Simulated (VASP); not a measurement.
# PbS (Cmcm) in VASP: notebook

Runs on PbS. Level: r2SCAN. Tasks: single point.

Program: VASP 6.6.1. These are calculated values, not measurements. Logs are shortened: lines on timing, memory, paths and dates and some standing lists are left out, and cuts for length are marked.

## (1) The cell of the first run

Symmetry: Cmcm, No. 63, orthorhombic system. The conventional cell has a = 4.215 Å, b = 12.140 Å, c = 4.336 Å, α = 90.00°, β = 90.00°, γ = 90.00°. Pb (site symmetry m2m) has 5 S at 2.72 to 3.03 Å within 3.6 Å. S (site symmetry m2m) has 5 Pb at 2.72 to 3.03 Å within 3.6 Å.

## (2) Single point, r2SCAN

The input, POSCAR:

```
PbS
1.0
    2.1073236274     -6.0701387548      0.0000000000
    2.1073236274      6.0701387548      0.0000000000
    0.0000000000      0.0000000000      4.3356342523
Pb S
2 2
Direct
    0.8694366500      0.1305633500      0.7500000000
    0.1305633500      0.8694366500      0.2500000000
    0.6452029100      0.3547970900      0.7500000000
    0.3547970900      0.6452029100      0.2500000000
```

The input, INCAR.step1:

```
SYSTEM = PbS
PREC = Accurate ; ENCUT = 520
ISMEAR = -1 ; SIGMA = 0.02
LREAL = .False. ; LASPH = .True.
NELM = 100 ; NBANDS = 28
GGA = PE ; ALGO = Normal
EDIFF = 1E-4 ; LWAVE = .True.
LCHARG = .False.
```

The input, INCAR.step2:

```
SYSTEM = PbS
PREC = Accurate ; ENCUT = 520
EDIFF = 1E-6 ; ISMEAR = -1
SIGMA = 0.02 ; LREAL = .False.
LASPH = .True. ; NELM = 100
ALGO = Normal ; ISIF = 2
LWAVE = .False. ; LCHARG = .True.
METAGGA = R2SCAN ; LMIXTAU = .True.
LELF = .True. ; LVHAR = .True.
NBANDS = 28 ; ISTART = 1
```

The input, KPOINTS:

```
Automatic mesh
0
Gamma
  4 4 4
  0 0 0
```

Potentials or basis: VASP PAW PBE potentials, release 64 (Pb_d, S).

Started as:

```sh
$ cat potpaw_PBE.64/Pb_d/POTCAR potpaw_PBE.64/S/POTCAR > POTCAR
$ cp INCAR.step1 INCAR
$ mpirun -np 1 vasp_std > vasp.out
$ cp INCAR.step2 INCAR
$ mpirun -np 1 vasp_std > vasp.out
```

OUTCAR:

```text
SYSTEM = PbS
   PREC = Accurate
   ENCUT = 520
   EDIFF = 1E-6
   ISMEAR = -1
   LREAL = .False.
   LASPH = .True.
   NELM = 100
   ISIF = 2
   METAGGA = R2SCAN
   ISTART = 1

 ion  position               nearest neighbor table
   1  0.869  0.131  0.750-   3 2.72   4 3.03   4 3.03   4 3.03   4 3.03   2 3.84   2 3.84
   2  0.131  0.869  0.250-   4 2.72   3 3.03   3 3.03   3 3.03   3 3.03   1 3.84   1 3.84
   3  0.645  0.355  0.750-   1 2.72   2 3.03   2 3.03   2 3.03   2 3.03
   4  0.355  0.645  0.250-   2 2.72   1 3.03   1 3.03   1 3.03   1 3.03

  LATTYP: Found a base centered orthorhombic cell.
 ALAT       =     4.2146472548
 B/A-ratio  =     2.8804967001
 C/A-ratio  =     1.0287063164

  Lattice vectors:

 A1 = (   2.1073236274,  -6.0701387548,   0.0000000000)
 A2 = (   2.1073236274,   6.0701387548,   0.0000000000)
 A3 = (   0.0000000000,   0.0000000000,   4.3356342523)

Analysis of symmetry for initial positions (statically):
=====================================================================
 Subroutine PRICEL returns:
 Original cell was already a primitive cell.

 Routine SETGRP: Setting up the symmetry group for a
 base centered orthorhombic supercell.

 Subroutine GETGRP returns: Found  8 space group operations
 (whereof  4 operations were pure point group operations)
 out of a pool of  8 trial point group operations.

The static configuration has the point symmetry C_2h.
 The point group associated with its full space group is D_2h.

Analysis of symmetry for dynamics (positions and initial velocities):
=====================================================================
 Subroutine PRICEL returns:
 Original cell was already a primitive cell.

 Routine SETGRP: Setting up the symmetry group for a
 base centered orthorhombic supercell.

 Subroutine GETGRP returns: Found  8 space group operations
 (whereof  4 operations were pure point group operations)
 out of a pool of  8 trial point group operations.

The dynamic configuration has the point symmetry C_2h.
 The point group associated with its full space group is D_2h.

 Subroutine INISYM returns: Found  8 space group operations
 (whereof  4 operations are pure point group operations),
 and found     1 'primitive' translations

----------------------------------------------------------------------------------------

                                     Primitive cell

  volume of cell :     110.9207

  direct lattice vectors                    reciprocal lattice vectors
     2.107323627 -6.070138755  0.000000000     0.237267781 -0.082370440  0.000000000
     2.107323627  6.070138755  0.000000000     0.237267781  0.082370440  0.000000000
     0.000000000  0.000000000  4.335634252     0.000000000  0.000000000  0.230646762

  length of vectors
     6.425527011  6.425527011  4.335634252     0.251159091  0.251159091  0.230646762

  position of ions in fractional coordinates (direct lattice)
     0.869436650  0.130563350  0.750000000
     0.130563350  0.869436650  0.250000000
     0.645202910  0.354797090  0.750000000
     0.354797090  0.645202910  0.250000000

  ion indices of the primitive-cell ions
   primitive index   ion index
                 1           1
                 2           2
                 3           3
                 4           4

----------------------------------------------------------------------------------------

 KPOINTS: Automatic mesh

Automatic generation of k-mesh.
 Grid dimensions read from file:
 generate k-points for:    4    4    4

 Generating k-lattice:

  Cartesian coordinates                     Fractional coordinates (reciprocal lattice)
     0.059316945 -0.020592610  0.000000000     0.250000000  0.000000000  0.000000000
     0.059316945  0.020592610  0.000000000     0.000000000  0.250000000  0.000000000
     0.000000000  0.000000000  0.057661690     0.000000000  0.000000000  0.250000000

  Length of vectors
     0.062789773  0.062789773  0.057661690

  Shift w.r.t. Gamma in fractional coordinates (k-lattice)
     0.000000000  0.000000000  0.000000000

 Subroutine IBZKPT returns following result:
 ===========================================

 Found     21 irreducible k-points:

 Following reciprocal coordinates:
            Coordinates               Weight
  0.000000  0.000000  0.000000      1.000000
  0.250000  0.000000  0.000000      4.000000
  0.500000  0.000000  0.000000      2.000000
  0.250000  0.250000  0.000000      2.000000
  0.500000  0.250000  0.000000      4.000000
 -0.250000  0.250000  0.000000      2.000000
[... 13 lines left out ...]
 -0.250000  0.250000  0.500000      2.000000
  0.500000  0.500000  0.500000      1.000000
   k-points           NKPTS =     21   k-points in BZ     NKDIM =     21   number of bands    NBANDS=     28
   number of dos      NEDOS =    301   number of ions     NIONS =      4
   total plane-waves  NPLWV =  73728
   dimension x,y,z NGX =    48 NGY =   48 NGZ =   32
   dimension x,y,z NGXF=    96 NGYF=   96 NGZF=   64
   ions per type =               2   2
   NGX,Y,Z   is equivalent  to a cutoff of  12.42, 12.42, 12.27 a.u.
   NGXF,Y,Z  is equivalent  to a cutoff of  24.84, 24.84, 24.54 a.u.
 SYSTEM =  PbS
   PREC   = accura    normal or accurate (medium, high low for compatibility)
   ISTART =      1    job   : 0-new  1-cont  2-samecut
   ICHARG =      0    charge: 1-file 2-atom 10-const
   ISPIN  =      1    spin polarized calculation?
   LNONCOLLINEAR =      F non collinear calculations
   LSORBIT =      F    spin-orbit coupling
   LASPH  =      T    aspherical Exc in radial PAW
   ENCUT  =  520.0 eV  38.22 Ry    6.18 a.u.  11.95 11.95  8.06*2*pi/ulx,y,z
   NELM   =    100;   NELMIN=  2; NELMDL=  0     # of ELM steps
   EDIFF  = 0.1E-05   stopping-criterion for ELM
   LREAL  =      F    real-space projection
   EDIFFG = 0.1E-04   stopping-criterion for IOM
   NSW    =      0    number of steps for IOM
   IBRION =     -1    ionic relax: 0-MD 1-quasi-New 2-CG
   NFREE  =      0    steps in history (QN), initial steepest desc. (CG)
   ISIF   =      2    stress and relaxation
   ISYM   =      2    0-nonsym 1-usesym 2-fastsym
   POTIM  = 0.5000    time-step for ionic-motion
   TEBEG  =    0.0;   TEEND  =   0.0 temperature during run
   PSTRESS=    0.0 pullay stress
   NELECT =      40.0000    total number of electrons
   NUPDOWN=      -1.0000    fix difference up-down
   EMIN   =  10.00;   EMAX   =-10.00  energy-range for DOS
   EFERMI =   0.00;   METHOD = LEGACY
   ISMEAR =    -1;   SIGMA  =   0.02  broadening in eV -4-tet -1-fermi 0-gaus
   EFERMI_NEDOS =   21; number of points for ismear=-14 and -15
   IALGO  =     38    algorithm
   IMIX   =      4    mixing-type and parameters
     AMIX     =   0.40;   BMIX     =  1.00
     AMIX_MAG =   1.60;   BMIX_MAG =  1.00
  volume/ion in A,a.u.               =      27.73       187.13
  Fermi-wavevector in a.u.,A,eV,Ry     =   1.165263  2.202028 18.474509  1.357838
  Thomas-Fermi vector in A             =   2.301791
   LORBIT       =      0    0 simple, 1 ext, 2 COOP (PROOUT), +10 PAW based schemes
   METAGGA = R2SCAN    functional components
   LHFCALC =     F    Hartree Fock is set to
   AEXX    =    0.0000 exact exchange contribution
   IVDW    =     0    specifies the selected vdW correction
   LEPSILON=     F    determine dielectric tensor
   LRPA    =     F    only Hartree local field effects (RPA)
 non-spin polarized calculation
  energy-cutoff  :      520.00
  volume of cell :      110.92
 maximum number of plane-waves:      3002
   NGX = 23   NGY = 23   NGZ = 17

 number of electron      40.0000004 magnetization

 Free energy of the ion-electron system (eV)
  ---------------------------------------------------
  ext. energy  EPLUGINS =         0.00000000
  ---------------------------------------------------
  free energy    TOTEN  =      -131.11344905 eV

  energy without entropy =     -131.11344905  energy(sigma->0) =     -131.11344905

 E-fermi :   4.6744     XC(G=0):  -9.9307

 val. band max:        4.1717713387   @ k =   0.0000   0.0000   0.5000
 cond. band min:       5.7764406725   @ k =   0.5000   0.5000   0.0000
 fundamental gap:      1.6046693338
 Fermi energy:         4.6743940426

 k-point     1 :       0.0000    0.0000    0.0000
  band No.  band energies     occupation
      1     -12.6351      2.00000
      2     -12.5550      2.00000
      3     -12.5504      2.00000
      4     -12.5389      2.00000
      5     -12.5114      2.00000
      6     -12.5102      2.00000
[... 20 lines left out ...]
     27      10.6648      0.00000
     28      11.7696      0.00000

 k-point     2 :       0.2500    0.0000    0.0000
  band No.  band energies     occupation
      1     -12.6059      2.00000
      2     -12.5427      2.00000
      3     -12.5383      2.00000
      4     -12.5264      2.00000
      5     -12.5261      2.00000
      6     -12.5166      2.00000
[... 20 lines left out ...]
     27      11.7847      0.00000
     28      12.7302      0.00000

 k-point     3 :       0.5000    0.0000    0.0000
  band No.  band energies     occupation
      1     -12.5616      2.00000
      2     -12.5517      2.00000
      3     -12.5431      2.00000
      4     -12.5425      2.00000
      5     -12.5196      2.00000
      6     -12.5143      2.00000
[... 20 lines left out ...]
     27      12.7707      0.00000
     28      14.0332      0.00000

 k-point     4 :       0.2500    0.2500    0.0000
  band No.  band energies     occupation
      1     -12.5618      2.00000
      2     -12.5516      2.00000
      3     -12.5495      2.00000
      4     -12.5336      2.00000
      5     -12.5213      2.00000
      6     -12.5093      2.00000
[... 485 lines left out ...]
     27      11.7263      0.00000
     28      11.7263      0.00000

 k-point    20 :      -0.2500    0.2500    0.5000
  band No.  band energies     occupation
      1     -12.5718      2.00000
      2     -12.5718      2.00000
      3     -12.5354      2.00000
      4     -12.5354      2.00000
      5     -12.5165      2.00000
      6     -12.5165      2.00000
[... 20 lines left out ...]
     27      14.1864      0.00000
     28      14.1864      0.00000

 k-point    21 :       0.5000    0.5000    0.5000
  band No.  band energies     occupation
      1     -12.5756      2.00000
      2     -12.5756      2.00000
      3     -12.5303      2.00000
      4     -12.5303      2.00000
      5     -12.5182      2.00000
      6     -12.5182      2.00000
[... 20 lines left out ...]
     27      13.4348      0.00000
     28      13.4348      0.00000

------------------------ aborting loop because EDIFF is reached ----------------------------------------

  FORCE on cell =-STRESS in cart. coord.  units (eV):
  Direction    XX          YY          ZZ          XY          YZ          ZX
  --------------------------------------------------------------------------------------
  -------------------------------------------------------------------------------------
  Total       -1.4177123     -1.5621799     -1.4594392      0.0000000      0.0000000      0.0000000
  in kB      -20.4779367    -22.5646782    -21.0806556      0.0000000      0.0000000      0.0000000
  external PRESSURE =     -21.3744235 kB  Pullay stress =       0.0000000 kB

 VOLUME and BASIS-vectors are now :
 -----------------------------------------------------------------------------
  energy-cutoff  :      520.00
  volume of cell :      110.92
      direct lattice vectors                 reciprocal lattice vectors
     2.107323627 -6.070138755  0.000000000     0.237267781 -0.082370440  0.000000000
     2.107323627  6.070138755  0.000000000     0.237267781  0.082370440  0.000000000
     0.000000000  0.000000000  4.335634252     0.000000000  0.000000000  0.230646762

 POSITION                                       TOTAL-FORCE (eV/Angst)
 -----------------------------------------------------------------------------------
      2.10732     -4.48506      3.25173         0.000000      0.242991     -0.000000
      2.10732      4.48506      1.08391         0.000000     -0.242991     -0.000000
      2.10732     -1.76280      3.25173         0.000000     -0.198259      0.000000
      2.10732      1.76280      1.08391         0.000000      0.198259      0.000000
 -----------------------------------------------------------------------------------
    total drift:                               -0.000000     -0.000000      0.000000

  FREE ENERGIE OF THE ION-ELECTRON SYSTEM (eV)
  ---------------------------------------------------
  free  energy   TOTEN  =      -131.1134490476 eV

  energy  without entropy=     -131.1134490476  energy(sigma->0) =     -131.11344905
```

Run time: 2.2 min. Hardware: 1 thread of Intel Xeon 6975P-C (Granite Rapids), shared host; peak memory 0.31 GiB.

What came out:

```
Free energy            : -131.1134 eV
Pressure               : -2.1 GPa
Largest force          : 0.243 eV/Å
Band gap on the k mesh : 1.60 eV, indirect (least direct gap 1.93 eV)
```

Forces in eV/Å, atoms in the order of the input:
```
Pb   0.000  0.243  0.000
Pb   0.000 -0.243  0.000
S    0.000 -0.198  0.000
S    0.000  0.198  0.000
```

Stress tensor (GPa, compression positive):
```
-2.05  0.00  0.00
 0.00 -2.26  0.00
 0.00  0.00 -2.11
```

Caveat: the PAW data sets were made with another functional, which shifts forces and pressure a little; spin-orbit coupling is left out, which moves the levels of the heavy elements.

## (3) Single point, r2SCAN

This run uses another cell than the first one, of 28.26 Å³/atom, 1.019 times its volume.

The input, POSCAR:

```
PbS
1.0
    2.1207464328     -6.1088031014      0.0000000000
    2.1207464328      6.1088031014      0.0000000000
    0.0000000000      0.0000000000      4.3632505017
Pb S
2 2
Direct
    0.8694366500      0.1305633500      0.7500000000
    0.1305633500      0.8694366500      0.2500000000
    0.6452029100      0.3547970900      0.7500000000
    0.3547970900      0.6452029100      0.2500000000
```

The input, INCAR.step1:

```
PREC     = Accurate       # precision mode
ENCUT    = 520            # plane-wave cutoff, eV
ISMEAR   = -1             # smearing method
SIGMA    = 0.02           # smearing width, eV
LREAL    = False          # projectors in reciprocal space
LASPH    = True           # aspherical terms in the spheres
NELM     = 100            # most SCF steps
NBANDS   = 28             # bands
GGA      = PE             # functional
ALGO     = Normal         # electronic algorithm
EDIFF    = 1E-4           # SCF threshold, eV
LWAVE    = True           # write WAVECAR
LCHARG   = False          # write CHGCAR
```

The input, INCAR.step2:

```
PREC     = Accurate       # precision mode
ENCUT    = 520            # plane-wave cutoff, eV
EDIFF    = 1E-7           # SCF threshold, eV
ISMEAR   = -1             # smearing method
SIGMA    = 0.02           # smearing width, eV
LREAL    = False          # projectors in reciprocal space
LASPH    = True           # aspherical terms in the spheres
NELM     = 100            # most SCF steps
ALGO     = Normal         # electronic algorithm
ISIF     = 2              # what is computed and relaxed
LWAVE    = False          # write WAVECAR
LCHARG   = False          # write CHGCAR
METAGGA  = R2SCAN         # meta-GGA
LMIXTAU  = True         
NBANDS   = 28             # bands
ISTART   = 1
```

The input, KPOINTS:

```
regular mesh
0
Gamma
  4 4 4
```

Potentials or basis: VASP PAW PBE potentials, release 64 (Pb_d, S).

Started as:

```sh
$ cat potpaw_PBE.64/Pb_d/POTCAR potpaw_PBE.64/S/POTCAR > POTCAR
$ cp INCAR.step1 INCAR
$ mpirun -np 1 vasp_std > vasp.out
$ cp INCAR.step2 INCAR
$ mpirun -np 1 vasp_std > vasp.out
```

OUTCAR:

```text
PREC = Accurate
   ENCUT = 520
   EDIFF = 1E-7
   ISMEAR = -1
   LREAL = False
   LASPH = True
   NELM = 100
   ISIF = 2
   METAGGA = R2SCAN
   ISTART = 1

 ion  position               nearest neighbor table
   1  0.869  0.131  0.750-   3 2.74   4 3.05   4 3.05   4 3.05   4 3.05   2 3.86   2 3.86
   2  0.131  0.869  0.250-   4 2.74   3 3.05   3 3.05   3 3.05   3 3.05   1 3.86   1 3.86
   3  0.645  0.355  0.750-   1 2.74   2 3.05   2 3.05   2 3.05   2 3.05
   4  0.355  0.645  0.250-   2 2.74   1 3.05   1 3.05   1 3.05   1 3.05

  LATTYP: Found a base centered orthorhombic cell.
 ALAT       =     4.2414928656
[... 846 lines left out ...]
  --------------------------------------------------------------------------------------
  -------------------------------------------------------------------------------------
  Total       -2.0668401     -2.1876766     -2.0972251      0.0000000      0.0000000      0.0000000
  in kB      -29.2908819    -31.0033541    -29.7214927      0.0000000      0.0000000      0.0000000
  external PRESSURE =     -30.0052429 kB  Pullay stress =       0.0000000 kB

 VOLUME and BASIS-vectors are now :
 -----------------------------------------------------------------------------
  energy-cutoff  :      520.00
  volume of cell :      113.05
      direct lattice vectors                 reciprocal lattice vectors
     2.120746433 -6.108803101  0.000000000     0.235766046 -0.081849094  0.000000000
     2.120746433  6.108803101  0.000000000     0.235766046  0.081849094  0.000000000
     0.000000000  0.000000000  4.363250502     0.000000000  0.000000000  0.229186933

 POSITION                                       TOTAL-FORCE (eV/Angst)
 -----------------------------------------------------------------------------------
      2.12075     -4.51363      3.27244         0.000000      0.348345      0.000000
      2.12075      4.51363      1.09081         0.000000     -0.348345     -0.000000
      2.12075     -1.77403      3.27244         0.000000     -0.259978     -0.000000
      2.12075      1.77403      1.09081         0.000000      0.259978     -0.000000
 -----------------------------------------------------------------------------------
    total drift:                               -0.000000     -0.000000      0.000000

  FREE ENERGIE OF THE ION-ELECTRON SYSTEM (eV)
  ---------------------------------------------------
  free  energy   TOTEN  =      -131.0799745258 eV

  energy  without entropy=     -131.0799745258  energy(sigma->0) =     -131.07997453
```

OUTCAR.step1:

```text
PREC = Accurate
   ENCUT = 520
   ISMEAR = -1
   LREAL = False
   LASPH = True
   NELM = 100
[... 875 lines left out ...]
      2.12075      4.51363      1.09081         0.000000     -0.269644     -0.000000
      2.12075     -1.77403      3.27244         0.000000     -0.137318     -0.000000
      2.12075      1.77403      1.09081         0.000000      0.137318     -0.000000
 -----------------------------------------------------------------------------------
    total drift:                               -0.000000     -0.000000      0.000000

  FREE ENERGIE OF THE ION-ELECTRON SYSTEM (eV)
  ---------------------------------------------------
  free  energy   TOTEN  =       -17.3679425271 eV

  energy  without entropy=      -17.3679425271  energy(sigma->0) =      -17.36794253
```

Wall time 2.5 min (1 thread of Intel Xeon 6975P-C (Granite Rapids), shared host); peak memory 0.3 GiB.

What came out:

| Quantity | Value |
| --- | --- |
| Free energy | -131.0800 eV |
| Pressure | -3.0 GPa |
| Largest force | 0.348 eV/Å |
| Band gap on the k mesh | 1.63 eV, indirect (least direct gap 1.92 eV) |

Forces on the atoms (eV/Å):
```
Pb   0.000  0.348  0.000
Pb   0.000 -0.348  0.000
S    0.000 -0.260  0.000
S    0.000  0.260  0.000
```

Stress tensor (GPa, compression positive):
```
-2.93  0.00  0.00
 0.00 -3.10  0.00
 0.00  0.00 -2.97
```

Caveat: the PAW data sets were made with another functional, which shifts forces and pressure a little; spin-orbit coupling is left out, which moves the levels of the heavy elements.
